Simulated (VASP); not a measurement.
# Cd (P6_3/mmc) in VASP: further runs

Runs on Cd. Level: PBEsol. Tasks: single point.

Everything below comes from runs of VASP 6.6.1. Logs are shortened: lines on timing, memory, paths and dates and some standing lists are left out, and cuts for length are marked.

**1. The cell of the first run**

It takes space group P6_3/mmc (No. 194, hexagonal). The conventional cell has a = 2.887 Å, b = 2.887 Å, c = 10.676 Å, α = 90.00°, β = 90.00°, γ = 120.00°. Cd (site symmetry -3m) has 12 Cd at 2.89 to 3.15 Å within 3.8 Å. Within 3.8 Å of Cd (site symmetry -6m2) lie 12 Cd at 2.89 to 3.15 Å.

**2. Single point, PBEsol (strained)**

The input, INCAR:

```
SYSTEM = Cd
ALGO = Fast
EDIFF = 1E-7
ENCUT = 520
GGA = PS
ISIF = 2
ISMEAR = 0
LASPH = .True.
LCHARG = .False.
LREAL = .False.
LWAVE = .False.
NBANDS = 32
NELM = 80
PREC = Accurate
SIGMA = 0.1
```

The input, KPOINTS:

```
k-points
0
Gamma
  15 15 4
  0 0 0
```

The input, POSCAR:

```
Cd
1.0
    2.8873786395      0.0000000000      0.0000000000
   -1.4436893198      2.5005432522      0.0000000000
    0.0000000000      0.0000000000     10.6758592786
Cd
4
Direct
    0.0000000000      0.0000000000      0.0000000000
    0.3333333300      0.6666666700      0.2500000000
    0.0000000000      0.0000000000      0.5000000000
    0.6666666700      0.3333333300      0.7500000000
```

Potentials or basis: VASP PAW PBE potentials, release 64 (Cd).

Started as:

```sh
cat potpaw_PBE.64/Cd/POTCAR > POTCAR
mpirun -np 1 vasp_std > vasp.out
```

OUTCAR:

```text
SYSTEM = Cd
   EDIFF = 1E-7
   ENCUT = 520
   GGA = PS
   ISIF = 2
   ISMEAR = 0
   LASPH = .True.
   LREAL = .False.
   NELM = 80
   PREC = Accurate

 ion  position               nearest neighbor table
   1  0.000  0.000  0.000-   2 3.15   4 3.15   4 3.15   2 3.15   4 3.15   2 3.15
   2  0.333  0.667  0.250-   1 3.15   3 3.15   1 3.15   3 3.15   1 3.15   3 3.15
   3  0.000  0.000  0.500-   2 3.15   4 3.15   4 3.15   2 3.15   4 3.15   2 3.15
   4  0.667  0.333  0.750-   1 3.15   3 3.15   1 3.15   3 3.15   1 3.15   3 3.15

  LATTYP: Found a hexagonal cell.
 ALAT       =     2.8873786395
 C/A-ratio  =     3.6974226839

  Lattice vectors:

 A1 = (   2.8873786395,   0.0000000000,   0.0000000000)
 A2 = (  -1.4436893198,   2.5005432522,   0.0000000000)
 A3 = (   0.0000000000,   0.0000000000,  10.6758592786)

Analysis of symmetry for initial positions (statically):
=====================================================================
 Subroutine PRICEL returns:
 Original cell was already a primitive cell.

 Routine SETGRP: Setting up the symmetry group for a
 hexagonal supercell.

 Subroutine GETGRP returns: Found 24 space group operations
 (whereof 12 operations were pure point group operations)
 out of a pool of 24 trial point group operations.

The static configuration has the point symmetry D_3d.
 The point group associated with its full space group is D_6h.

Analysis of symmetry for dynamics (positions and initial velocities):
=====================================================================
 Subroutine PRICEL returns:
 Original cell was already a primitive cell.

 Routine SETGRP: Setting up the symmetry group for a
 hexagonal supercell.

 Subroutine GETGRP returns: Found 24 space group operations
 (whereof 12 operations were pure point group operations)
 out of a pool of 24 trial point group operations.

The dynamic configuration has the point symmetry D_3d.
 The point group associated with its full space group is D_6h.

 Subroutine INISYM returns: Found 24 space group operations
 (whereof 12 operations are pure point group operations),
 and found     1 'primitive' translations

----------------------------------------------------------------------------------------

                                     Primitive cell

  volume of cell :      77.0799

  direct lattice vectors                    reciprocal lattice vectors
     2.887378640  0.000000000  0.000000000     0.346334903  0.199956549  0.000000000
    -1.443689320  2.500543252  0.000000000     0.000000000  0.399913099  0.000000000
     0.000000000  0.000000000 10.675859279     0.000000000  0.000000000  0.093669275

  length of vectors
     2.887378640  2.887378640 10.675859279     0.399913099  0.399913099  0.093669275

  position of ions in fractional coordinates (direct lattice)
     0.000000000  0.000000000  0.000000000
     0.333333330  0.666666670  0.250000000
     0.000000000  0.000000000  0.500000000
     0.666666670  0.333333330  0.750000000

  ion indices of the primitive-cell ions
   primitive index   ion index
                 1           1
                 2           2
                 3           3
                 4           4

----------------------------------------------------------------------------------------

 KPOINTS: k-points

Automatic generation of k-mesh.
 Grid dimensions read from file:
 generate k-points for:   15   15    4

 Generating k-lattice:

  Cartesian coordinates                     Fractional coordinates (reciprocal lattice)
     0.023088994  0.013330437  0.000000000     0.066666667  0.000000000  0.000000000
     0.000000000  0.026660873  0.000000000     0.000000000  0.066666667  0.000000000
     0.000000000  0.000000000  0.023417319     0.000000000  0.000000000  0.250000000

  Length of vectors
     0.026660873  0.026660873  0.023417319

  Shift w.r.t. Gamma in fractional coordinates (k-lattice)
     0.000000000  0.000000000  0.000000000

 Subroutine IBZKPT returns following result:
 ===========================================

 Found     81 irreducible k-points:

 Following reciprocal coordinates:
            Coordinates               Weight
  0.000000  0.000000  0.000000      1.000000
  0.066667  0.000000  0.000000      6.000000
  0.133333  0.000000  0.000000      6.000000
  0.200000  0.000000  0.000000      6.000000
  0.266667  0.000000  0.000000      6.000000
  0.333333 -0.000000  0.000000      6.000000
[... 16 lines left out ...]
  0.333333  0.200000  0.000000     12.000000
  0.400000  0.200000  0.000000      6.000000
 [... further k-points ...]
   k-points           NKPTS =     81   k-points in BZ     NKDIM =     81   number of bands    NBANDS=     32
   number of dos      NEDOS =    301   number of ions     NIONS =      4
   total plane-waves  NPLWV =  46080
   dimension x,y,z NGX =    24 NGY =   24 NGZ =   80
   dimension x,y,z NGXF=    48 NGYF=   48 NGZF=  160
   ions per type =               4
   NGX,Y,Z   is equivalent  to a cutoff of  13.82, 13.82, 12.46 a.u.
   NGXF,Y,Z  is equivalent  to a cutoff of  27.64, 27.64, 24.92 a.u.
 SYSTEM =  Cd
   PREC   = accura    normal or accurate (medium, high low for compatibility)
   ISTART =      0    job   : 0-new  1-cont  2-samecut
   ICHARG =      2    charge: 1-file 2-atom 10-const
   ISPIN  =      1    spin polarized calculation?
   LNONCOLLINEAR =      F non collinear calculations
   LSORBIT =      F    spin-orbit coupling
   LASPH  =      T    aspherical Exc in radial PAW
   ENCUT  =  520.0 eV  38.22 Ry    6.18 a.u.   5.37  5.37 19.85*2*pi/ulx,y,z
   NELM   =     80;   NELMIN=  2; NELMDL= -5     # of ELM steps
   EDIFF  = 0.1E-06   stopping-criterion for ELM
   LREAL  =      F    real-space projection
   EDIFFG = 0.1E-05   stopping-criterion for IOM
   NSW    =      0    number of steps for IOM
   IBRION =     -1    ionic relax: 0-MD 1-quasi-New 2-CG
   NFREE  =      0    steps in history (QN), initial steepest desc. (CG)
   ISIF   =      2    stress and relaxation
   ISYM   =      2    0-nonsym 1-usesym 2-fastsym
   POTIM  = 0.5000    time-step for ionic-motion
   TEBEG  =    0.0;   TEEND  =   0.0 temperature during run
   PSTRESS=    0.0 pullay stress
   NELECT =      48.0000    total number of electrons
   NUPDOWN=      -1.0000    fix difference up-down
   EMIN   =  10.00;   EMAX   =-10.00  energy-range for DOS
   EFERMI =   0.00;   METHOD = LEGACY
   ISMEAR =     0;   SIGMA  =   0.10  broadening in eV -4-tet -1-fermi 0-gaus
   EFERMI_NEDOS =   21; number of points for ismear=-14 and -15
   IALGO  =     68    algorithm
   IMIX   =      4    mixing-type and parameters
     AMIX     =   0.40;   BMIX     =  1.00
     AMIX_MAG =   1.60;   BMIX_MAG =  1.00
  volume/ion in A,a.u.               =      19.27       130.04
  Fermi-wavevector in a.u.,A,eV,Ry     =   1.398004  2.641844 26.591414  1.954414
  Thomas-Fermi vector in A             =   2.521204
   LORBIT       =      0    0 simple, 1 ext, 2 COOP (PROOUT), +10 PAW based schemes
   GGA     = PS    functional components
   LHFCALC =     F    Hartree Fock is set to
   AEXX    =    0.0000 exact exchange contribution
   IVDW    =     0    specifies the selected vdW correction
   LEPSILON=     F    determine dielectric tensor
   LRPA    =     F    only Hartree local field effects (RPA)
 non-spin polarized calculation
 RMM-DIIS sequential band-by-band and
 Gauss-broadening in eV      SIGMA  =   0.10
  energy-cutoff  :      520.00
  volume of cell :       77.08
 maximum number of plane-waves:      2116
 NGX is ok and might be reduce to    24
   NGX = 11   NGY = 11   NGZ = 39

 number of electron      48.0000006 magnetization

 Free energy of the ion-electron system (eV)
  ---------------------------------------------------
  ext. energy  EPLUGINS =         0.00000000
  ---------------------------------------------------
  free energy    TOTEN  =        -4.62663037 eV

  energy without entropy =       -4.62287013  energy(sigma->0) =       -4.62475025

 E-fermi :   3.7805     XC(G=0): -11.8320

 val. band max:        3.7749161625   @ k =   0.2000   0.0667   0.2500
 cond. band min:       3.8547016913   @ k =   0.4667   0.0667   0.0000
 fundamental gap:      0.0797855288
 Fermi energy:         3.7805198232

 k-point     1 :       0.0000    0.0000    0.0000
  band No.  band energies     occupation
      1      -6.6971      2.00000
      2      -6.5225      2.00000
      3      -6.5160      2.00000
      4      -6.3982      2.00000
      5      -5.9741      2.00000
      6      -5.8620      2.00000
[... 24 lines left out ...]
     31      19.0512      0.00000
     32      19.4357      0.00000

 k-point     2 :       0.0667    0.0000    0.0000
  band No.  band energies     occupation
      1      -6.6392      2.00000
      2      -6.4594      2.00000
      3      -6.4551      2.00000
      4      -6.3019      2.00000
      5      -5.9339      2.00000
      6      -5.8857      2.00000
[... 24 lines left out ...]
     31      18.1338      0.00000
     32      18.4269      0.00000

 k-point     3 :       0.1333    0.0000    0.0000
  band No.  band energies     occupation
      1      -6.5010      2.00000
      2      -6.3244      2.00000
      3      -6.3189      2.00000
      4      -6.1345      2.00000
      5      -5.9532      2.00000
      6      -5.9346      2.00000
[... 24 lines left out ...]
     31      16.0669      0.00000
     32      16.9519      0.00000

 k-point     4 :       0.2000    0.0000    0.0000
  band No.  band energies     occupation
      1      -6.4365      2.00000
      2      -6.2742      2.00000
      3      -6.2723      2.00000
      4      -6.1214      2.00000
      5      -5.9992      2.00000
      6      -5.9636      2.00000
[... 24 lines left out ...]
     31      15.5778      0.00000
     32      16.6123      0.00000

 k-point     5 :       0.2667    0.0000    0.0000
  band No.  band energies     occupation
      1      -6.5263      2.00000
      2      -6.3741      2.00000
      3      -6.3696      2.00000
      4      -6.2790      2.00000
      5      -6.1219      2.00000
      6      -6.0249      2.00000
[... 584 lines left out ...]
     31      10.5149      0.00000
     32      10.7984      0.00000

 k-point    22 :       0.2667    0.2000    0.0000
  band No.  band energies     occupation
      1      -6.3222      2.00000
      2      -6.2851      2.00000
      3      -6.2697      2.00000
      4      -6.2021      2.00000
      5      -6.1592      2.00000
      6      -6.0730      2.00000
[... 24 lines left out ...]
     31       9.6580      0.00000
     32      11.3868      0.00000

 k-point    23 :       0.3333    0.2000    0.0000
  band No.  band energies     occupation
      1      -6.3714      2.00000
      2      -6.3682      2.00000
      3      -6.3059      2.00000
      4      -6.2035      2.00000
      5      -6.1861      2.00000
      6      -6.0916      2.00000
[... 24 lines left out ...]
     31       9.1882      0.00000
     32       9.5328      0.00000

 k-point    24 :       0.4000    0.2000    0.0000
  band No.  band energies     occupation
      1      -6.3978      2.00000
      2      -6.3925      2.00000
      3      -6.3134      2.00000
      4      -6.2052      2.00000
      5      -6.2048      2.00000
      6      -6.0732      2.00000
[... 24 lines left out ...]
     31       8.7001      0.00000
     32       9.0485      0.00000

 [... further k-points ...]
[... 5 lines left out ...]
  --------------------------------------------------------------------------------------
  -------------------------------------------------------------------------------------
  Total        3.3992921      3.3992921      3.4593908     -0.0000000     -0.0000000      0.0000000
  in kB       70.6574756     70.6574756     71.9066836     -0.0000000     -0.0000000      0.0000000
  external PRESSURE =      71.0738782 kB  Pullay stress =       0.0000000 kB

 VOLUME and BASIS-vectors are now :
 -----------------------------------------------------------------------------
  energy-cutoff  :      520.00
  volume of cell :       77.08
      direct lattice vectors                 reciprocal lattice vectors
     2.887378640  0.000000000  0.000000000     0.346334903  0.199956549  0.000000000
    -1.443689320  2.500543252  0.000000000     0.000000000  0.399913099  0.000000000
     0.000000000  0.000000000 10.675859279     0.000000000  0.000000000  0.093669275

 POSITION                                       TOTAL-FORCE (eV/Angst)
 -----------------------------------------------------------------------------------
      0.00000      0.00000      0.00000         0.000000     -0.000000     -0.000000
     -0.00000      1.66703      2.66896        -0.000000      0.000000      0.000000
      0.00000      0.00000      5.33793         0.000000     -0.000000     -0.000000
      1.44369      0.83351      8.00689         0.000000     -0.000000      0.000000
 -----------------------------------------------------------------------------------
    total drift:                               -0.000000      0.000000     -0.000000

  FREE ENERGIE OF THE ION-ELECTRON SYSTEM (eV)
  ---------------------------------------------------
  free  energy   TOTEN  =        -4.6266303698 eV

  energy  without entropy=       -4.6228701284  energy(sigma->0) =       -4.62475025
```

It took 64 s on 1 thread of Intel Xeon 6975P-C (Granite Rapids), shared host; peak memory 0.29 GiB.

What came out:

```
Free energy            : -4.6266 eV
Pressure               : 7.1 GPa
Band gap on the k mesh : zero (band 24 reaches 5.43 eV, above the bottom of band 25 at 0.96 eV)
```

Caveat: the cell differs from its parent crystal (strained); the PAW data sets were made with another functional, which shifts forces and pressure a little.

**3. Single point, PBEsol (strained)**

The input, INCAR:

```
PREC = Accurate ; ENCUT = 520
EDIFF = 1E-6 ; ISMEAR = 0
SIGMA = 0.1 ; LREAL = False
LASPH = True ; NELM = 60
ALGO = Fast ; ISIF = 2
LWAVE = False ; LCHARG = False
GGA = PS ; NBANDS = 32
```

The input, KPOINTS:

```
regular mesh
0
Gamma
  15 15 4
```

The input, POSCAR:

```
Cd
1.0
    2.9699326148      0.0000000000      0.0000000000
   -1.4849663074      2.5720370919      0.0000000000
    0.0000000000      0.0000000000     10.6413335392
Cd
4
Direct
    0.0000000000      0.0000000000      0.0000000000
    0.3333333300      0.6666666700      0.2500000000
    0.0000000000      0.0000000000      0.5000000000
    0.6666666700      0.3333333300      0.7500000000
```

Potentials or basis: VASP PAW PBE potentials, release 64 (Cd).

Started as:

```sh
cat potpaw_PBE.64/Cd/POTCAR > POTCAR
mpirun -np 1 vasp_std > vasp.out
```

Wall time 1.8 min (1 thread of Intel Xeon 6975P-C, shared host); peak memory 0.3 GiB.

The run converged. Its results:

```yaml
Free_energy: -4.7352 eV
Pressure: 2.3 GPa
Band_gap_on_the_k_mesh: zero (band 24 reaches 4.90 eV, above the bottom of band 25 at 0.84 eV)
```

Stress tensor (GPa, compression positive):
```
1.70 0.00 0.00
0.00 1.70 0.00
0.00 0.00 3.45
```

Levels at points of the mesh, in eV from the Fermi level:
| k point | band 22 | band 23 | band 24 | band 25 | band 26 | band 27 |
| --- | --- | --- | --- | --- | --- | --- |
| (0.00, 0.00, 0.00) | -7.71 | -7.71 | -3.20 | -2.44 | 4.72 | 4.72 |
| (0.00, 0.00, 0.50) | -8.54 | -5.65 | -5.65 | 0.68 | 0.68 | 9.11 |

Caveat: the cell differs from its parent crystal (strained); the PAW data sets were made with another functional, which shifts forces and pressure a little.

[end of part 1 of 2]
